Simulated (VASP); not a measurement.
# Cs3Ge (I4/mmm) in VASP: single point with PBE

Aim: the single point of Cs3Ge with PBE.

Program: VASP 6.6.1. These are calculated values, not measurements. Logs are shortened: lines on timing, memory, paths and dates and some standing lists are left out, and cuts for length are marked.

### 1 The cell of the first run

Symmetry: I4/mmm, No. 139, tetragonal system. Conventional cell: a = 6.586 Å, b = 6.586 Å, c = 9.404 Å, α = 90.00°, β = 90.00°, γ = 90.00°. Cs (site symmetry 4/mmm) has 8 Cs at 4.05 Å and 6 Ge at 4.66 to 4.70 Å within 5.3 Å. Within 5.3 Å of Cs (site symmetry -4m2) lie 10 Cs at 4.05 to 4.70 Å and 4 Ge at 4.05 Å. Within 5.3 Å of Ge (site symmetry 4/mmm) lie 14 Cs at 4.05 to 4.70 Å.

### 2 Single point, PBE

The input, INCAR:

```
PREC = Accurate
ENCUT = 520
EDIFF = 1E-6
ISMEAR = 0
SIGMA = 0.1
LREAL = F
LASPH = T
NELM = 80
ALGO = Fast
ISIF = 2
LWAVE = F
LCHARG = F
GGA = PE
NBANDS = 28
```

The input, KPOINTS:

```
regular mesh
0
Gamma
  10 10 10
```

The input, POSCAR:

```
Cs3Ge
1.0
   -3.2931377095      3.2931377095      4.7021285734
    3.2931377095     -3.2931377095      4.7021285734
    3.2931377095      3.2931377095     -4.7021285734
Cs Ge
3 1
Direct
    0.5000000000      0.5000000000      0.0000000000
    0.2500000000      0.7500000000      0.5000000000
    0.7500000000      0.2500000000      0.5000000000
    0.0000000000      0.0000000000      0.0000000000
```

Potentials or basis: VASP PAW PBE potentials, release 64 (Cs_sv, Ge_d).

Command:

```
$ cat potpaw_PBE.64/Cs_sv/POTCAR potpaw_PBE.64/Ge_d/POTCAR > POTCAR
$ mpirun -np 1 vasp_std > vasp.out
```

OUTCAR:

```text
PREC = Accurate
   ENCUT = 520
   EDIFF = 1E-6
   ISMEAR = 0
   LREAL = F
   LASPH = T
   NELM = 80
   ISIF = 2
   GGA = PE

 ion  position               nearest neighbor table
   1  0.500  0.500  0.000-
   2  0.250  0.750  0.500-
   3  0.750  0.250  0.500-
   4  0.000  0.000  0.000-

  LATTYP: Found a body centered tetragonal cell.
 ALAT       =     6.5862754190
 C/A-ratio  =     1.4278566486

  Lattice vectors:

 A1 = (  -3.2931377095,   3.2931377095,   4.7021285734)
 A2 = (   3.2931377095,  -3.2931377095,   4.7021285734)
 A3 = (   3.2931377095,   3.2931377095,  -4.7021285734)

Analysis of symmetry for initial positions (statically):
=====================================================================
 Subroutine PRICEL returns:
 Original cell was already a primitive cell.

 Routine SETGRP: Setting up the symmetry group for a
 body centered tetragonal supercell.

 Subroutine GETGRP returns: Found 16 space group operations
 (whereof 16 operations were pure point group operations)
 out of a pool of 16 trial point group operations.

The static configuration has the point symmetry D_4h.

Analysis of symmetry for dynamics (positions and initial velocities):
=====================================================================
 Subroutine PRICEL returns:
 Original cell was already a primitive cell.

 Routine SETGRP: Setting up the symmetry group for a
 body centered tetragonal supercell.

 Subroutine GETGRP returns: Found 16 space group operations
 (whereof 16 operations were pure point group operations)
 out of a pool of 16 trial point group operations.

The dynamic configuration has the point symmetry D_4h.

 Subroutine INISYM returns: Found 16 space group operations
 (whereof 16 operations are pure point group operations),
 and found     1 'primitive' translations

----------------------------------------------------------------------------------------

                                     Primitive cell

  volume of cell :     203.9737

  direct lattice vectors                    reciprocal lattice vectors
    -3.293137709  3.293137709  4.702128573     0.000000000  0.151830881  0.106334821
     3.293137709 -3.293137709  4.702128573     0.151830881  0.000000000  0.106334821
     3.293137709  3.293137709 -4.702128573     0.151830881  0.151830881  0.000000000

  length of vectors
     6.618120962  6.618120962  6.618120962     0.185363725  0.185363725  0.214721291

  position of ions in fractional coordinates (direct lattice)
     0.500000000  0.500000000  0.000000000
     0.250000000  0.750000000  0.500000000
     0.750000000  0.250000000  0.500000000
     0.000000000  0.000000000  0.000000000

  ion indices of the primitive-cell ions
   primitive index   ion index
                 1           1
                 2           2
                 3           3
                 4           4

----------------------------------------------------------------------------------------

 KPOINTS: regular mesh

Automatic generation of k-mesh.
 Grid dimensions read from file:
 generate k-points for:   10   10   10

 Generating k-lattice:

  Cartesian coordinates                     Fractional coordinates (reciprocal lattice)
     0.000000000  0.015183088  0.010633482     0.100000000  0.000000000  0.000000000
     0.015183088  0.000000000  0.010633482     0.000000000  0.100000000  0.000000000
     0.015183088  0.015183088  0.000000000     0.000000000  0.000000000  0.100000000

  Length of vectors
     0.018536373  0.018536373  0.021472129

  Shift w.r.t. Gamma in fractional coordinates (k-lattice)
     0.000000000  0.000000000  0.000000000

 Subroutine IBZKPT returns following result:
 ===========================================

 Found    102 irreducible k-points:

 Following reciprocal coordinates:
            Coordinates               Weight
  0.000000  0.000000  0.000000      1.000000
  0.100000  0.000000 -0.000000      8.000000
  0.200000  0.000000 -0.000000      8.000000
  0.300000  0.000000 -0.000000      8.000000
  0.400000  0.000000 -0.000000      8.000000
  0.500000  0.000000  0.000000      4.000000
[... 16 lines left out ...]
  0.300000  0.300000  0.000000      8.000000
  0.400000  0.300000 -0.000000     16.000000
 [... further k-points ...]
   k-points           NKPTS =    102   k-points in BZ     NKDIM =    102   number of bands    NBANDS=     28
   number of dos      NEDOS =    301   number of ions     NIONS =      4
   total plane-waves  NPLWV = 125000
   dimension x,y,z NGX =    50 NGY =   50 NGZ =   50
   dimension x,y,z NGXF=   100 NGYF=  100 NGZF=  100
   ions per type =               3   1
   NGX,Y,Z   is equivalent  to a cutoff of  12.56, 12.56, 12.56 a.u.
   NGXF,Y,Z  is equivalent  to a cutoff of  25.12, 25.12, 25.12 a.u.
 SYSTEM =  unknown system
   PREC   = accura    normal or accurate (medium, high low for compatibility)
   ISTART =      0    job   : 0-new  1-cont  2-samecut
   ICHARG =      2    charge: 1-file 2-atom 10-const
   ISPIN  =      1    spin polarized calculation?
   LNONCOLLINEAR =      F non collinear calculations
   LSORBIT =      F    spin-orbit coupling
   LASPH  =      T    aspherical Exc in radial PAW
   ENCUT  =  520.0 eV  38.22 Ry    6.18 a.u.  12.31 12.31 12.31*2*pi/ulx,y,z
   NELM   =     80;   NELMIN=  2; NELMDL= -5     # of ELM steps
   EDIFF  = 0.1E-05   stopping-criterion for ELM
   LREAL  =      F    real-space projection
   EDIFFG = 0.1E-04   stopping-criterion for IOM
   NSW    =      0    number of steps for IOM
   IBRION =     -1    ionic relax: 0-MD 1-quasi-New 2-CG
   NFREE  =      0    steps in history (QN), initial steepest desc. (CG)
   ISIF   =      2    stress and relaxation
   ISYM   =      2    0-nonsym 1-usesym 2-fastsym
   POTIM  = 0.5000    time-step for ionic-motion
   TEBEG  =    0.0;   TEEND  =   0.0 temperature during run
   PSTRESS=    0.0 pullay stress
   NELECT =      41.0000    total number of electrons
   NUPDOWN=      -1.0000    fix difference up-down
   EMIN   =  10.00;   EMAX   =-10.00  energy-range for DOS
   EFERMI =   0.00;   METHOD = LEGACY
   ISMEAR =     0;   SIGMA  =   0.10  broadening in eV -4-tet -1-fermi 0-gaus
   EFERMI_NEDOS =   21; number of points for ismear=-14 and -15
   IALGO  =     68    algorithm
   IMIX   =      4    mixing-type and parameters
     AMIX     =   0.40;   BMIX     =  1.00
     AMIX_MAG =   1.60;   BMIX_MAG =  1.00
  volume/ion in A,a.u.               =      50.99       344.12
  Fermi-wavevector in a.u.,A,eV,Ry     =   0.958984  1.812217 12.512602  0.919650
  Thomas-Fermi vector in A             =   2.088140
   LORBIT       =      0    0 simple, 1 ext, 2 COOP (PROOUT), +10 PAW based schemes
   GGA     = PE    functional components
   LHFCALC =     F    Hartree Fock is set to
   AEXX    =    0.0000 exact exchange contribution
   IVDW    =     0    specifies the selected vdW correction
   LEPSILON=     F    determine dielectric tensor
   LRPA    =     F    only Hartree local field effects (RPA)
 non-spin polarized calculation
 RMM-DIIS sequential band-by-band and
 Gauss-broadening in eV      SIGMA  =   0.10
  energy-cutoff  :      520.00
  volume of cell :      203.97
 maximum number of plane-waves:      5577
 NGX is ok and might be reduce to    50
   NGX = 25   NGY = 25   NGZ = 25

 number of electron      41.0000013 magnetization

 Free energy of the ion-electron system (eV)
  ---------------------------------------------------
  ext. energy  EPLUGINS =         0.00000000
  ---------------------------------------------------
  free energy    TOTEN  =        -6.29947015 eV

  energy without entropy =       -6.26014111  energy(sigma->0) =       -6.27980563

 E-fermi :   2.0963     XC(G=0):  -7.6622

 val. band max:        2.0948346860   @ k =   0.1000   0.1000   0.1000
 cond. band min:       2.0986774475   @ k =   0.2000   0.2000   0.2000
 fundamental gap:      0.0038427615
 Fermi energy:         2.0963104499

 k-point     1 :       0.0000    0.0000    0.0000
  band No.  band energies     occupation
      1     -21.5930      2.00000
      2     -21.4841      2.00000
      3     -21.4838      2.00000
      4     -21.4838      2.00000
      5     -21.4827      2.00000
      6     -21.4822      2.00000
[... 20 lines left out ...]
     27       4.9600      0.00000
     28       6.6682      0.00000

 k-point     2 :       0.1000    0.0000   -0.0000
  band No.  band energies     occupation
      1     -21.5918      2.00000
      2     -21.4841      2.00000
      3     -21.4838      2.00000
      4     -21.4838      2.00000
      5     -21.4827      2.00000
      6     -21.4822      2.00000
[... 20 lines left out ...]
     27       4.9196      0.00000
     28       6.4948      0.00000

 k-point     3 :       0.2000    0.0000   -0.0000
  band No.  band energies     occupation
      1     -21.5887      2.00000
      2     -21.4841      2.00000
      3     -21.4838      2.00000
      4     -21.4838      2.00000
      5     -21.4827      2.00000
      6     -21.4822      2.00000
[... 20 lines left out ...]
     27       4.8260      0.00000
     28       6.1166      0.00000

 k-point     4 :       0.3000    0.0000   -0.0000
  band No.  band energies     occupation
      1     -21.5848      2.00000
      2     -21.4842      2.00000
      3     -21.4839      2.00000
      4     -21.4838      2.00000
      5     -21.4827      2.00000
      6     -21.4822      2.00000
[... 578 lines left out ...]
     27       4.8210      0.00000
     28       5.6949      0.00000

 k-point    23 :       0.3000    0.3000    0.0000
  band No.  band energies     occupation
      1     -21.5783      2.00000
      2     -21.4842      2.00000
      3     -21.4839      2.00000
      4     -21.4838      2.00000
      5     -21.4827      2.00000
      6     -21.4822      2.00000
[... 20 lines left out ...]
     27       5.2558      0.00000
     28       5.4513      0.00000

 k-point    24 :       0.4000    0.3000   -0.0000
  band No.  band energies     occupation
      1     -21.5773      2.00000
      2     -21.4842      2.00000
      3     -21.4840      2.00000
      4     -21.4838      2.00000
      5     -21.4827      2.00000
      6     -21.4822      2.00000
[... 20 lines left out ...]
     27       5.0635      0.00000
     28       5.4404      0.00000

 [... further k-points ...]

------------------------ aborting loop because EDIFF is reached ----------------------------------------

  FORCE on cell =-STRESS in cart. coord.  units (eV):
  Direction    XX          YY          ZZ          XY          YZ          ZX
  --------------------------------------------------------------------------------------
  -------------------------------------------------------------------------------------
  Total        0.0500606      0.0500606      0.0203896      0.0000000     -0.0000000      0.0000000
  in kB        0.3932168      0.3932168      0.1601565      0.0000000     -0.0000000      0.0000000
  external PRESSURE =       0.3155300 kB  Pullay stress =       0.0000000 kB

 VOLUME and BASIS-vectors are now :
 -----------------------------------------------------------------------------
  energy-cutoff  :      520.00
  volume of cell :      203.97
      direct lattice vectors                 reciprocal lattice vectors
    -3.293137709  3.293137709  4.702128573     0.000000000  0.151830881  0.106334821
     3.293137709 -3.293137709  4.702128573     0.151830881  0.000000000  0.106334821
     3.293137709  3.293137709 -4.702128573     0.151830881  0.151830881  0.000000000

 POSITION                                       TOTAL-FORCE (eV/Angst)
 -----------------------------------------------------------------------------------
      0.00000      0.00000      4.70213        -0.000000      0.000000      0.000000
      3.29314      0.00000      2.35106         0.000000     -0.000000     -0.000000
      0.00000      3.29314      2.35106        -0.000000      0.000000      0.000000
      0.00000      0.00000      0.00000        -0.000000      0.000000      0.000000
 -----------------------------------------------------------------------------------
    total drift:                               -0.000000     -0.000000     -0.000000

  FREE ENERGIE OF THE ION-ELECTRON SYSTEM (eV)
  ---------------------------------------------------
  free  energy   TOTEN  =        -6.2994701497 eV

  energy  without entropy=       -6.2601411147  energy(sigma->0) =       -6.27980563
```

Wall time 8.5 min (1 thread of AMD EPYC 9R45 (Zen 5), shared host); peak memory 0.67 GiB.

Results:

* Free energy: -6.2995 eV
* Pressure: 0.0 GPa
* Band gap on the k mesh: zero (an odd number of electrons rules out a gap without spin polarisation)

Levels at points of the mesh, in eV from the Fermi level:
| k point | band 19 | band 20 | band 21 | band 22 | band 23 | band 24 |
| --- | --- | --- | --- | --- | --- | --- |
| (0.00, 0.00, 0.00) | -0.15 | -0.14 | -0.14 | 0.23 | 0.95 | 0.98 |
| (0.50, 0.00, 0.00) | -0.68 | -0.23 | -0.23 | 2.05 | 2.31 | 2.32 |
| (0.50, 0.50, 0.00) | -0.65 | 0.25 | 0.26 | 0.91 | 1.18 | 2.29 |
| (0.50, 0.50, 0.50) | -0.67 | 0.26 | 0.26 | 0.91 | 1.14 | 2.28 |

Caveat: spin-orbit coupling is left out, which moves the levels of the heavy elements.
